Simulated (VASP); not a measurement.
Wanted: the native input for a VASP 6.6.1 run.

| Quantity | Value |
| --- | --- |
| Task | single point |
| Functional | PBE |
| Potentials or basis | VASP PAW PBE potentials, release 64 (Ti_sv, Co) |
| Cutoff | 520 eV |
| k mesh | 6 × 6 × 6 |
| Occupations | gaussian, width 0.1 eV |
| Spin | collinear spin, ferrimagnetic start |
| Starting moments | [-1.0, 3.0] μB |
| Dipole correction | no |
| Further INCAR settings | ALGO = Normal; EDIFF = 1e-06; NBANDS = 22 |

The structure of TiCo lies in POSCAR:

```
TiCo
1.0
    2.9861109900      0.0000000000      0.0000000000
    0.0000000000      2.9861109900      0.0000000000
    0.0000000000      0.0000000000      2.9861109900
Ti Co
1 1
Direct
    0.0000000000      0.0000000000      0.0000000000
    0.5000000000      0.5000000000      0.5000000000
```

The input as run:

INCAR

```
ALGO = Normal ; EDIFF = 1E-6
ENCUT = 520 ; GGA = PE
ISIF = 2 ; ISMEAR = 0
ISPIN = 2 ; LASPH = T
LCHARG = T ; LELF = T
LMAXMIX = 4 ; LORBIT = 11
LREAL = F ; LVHAR = T
LWAVE = F ; MAGMOM = -1 3
NBANDS = 22 ; NELM = 150
PREC = Accurate ; SIGMA = 0.1
```

KPOINTS

```
k-points
0
Gamma
  6 6 6
```

Potentials or basis: VASP PAW PBE potentials, release 64 (Ti_sv, Co).

The run is started by

```bash
$ cat potpaw_PBE.64/Ti_sv/POTCAR potpaw_PBE.64/Co/POTCAR > POTCAR
$ mpirun -np 1 vasp_std > vasp.out
```

Results of the run:

```json
{
  "Pressure": "-2.3 GPa",
  "Net moment": "0.37 μB per cell",
  "Site moments": "Ti -0.09; Co +0.51 μB",
  "Valence electrons inside the program's atomic spheres": "Ti 10.28; Co 8.30"
}
```

It used 19 s of CPU time on 1 thread of Intel(R) Xeon(R) Platinum 8259CL CPU @ 2.50GHz (Skylake/Cascade Lake) (shared host).
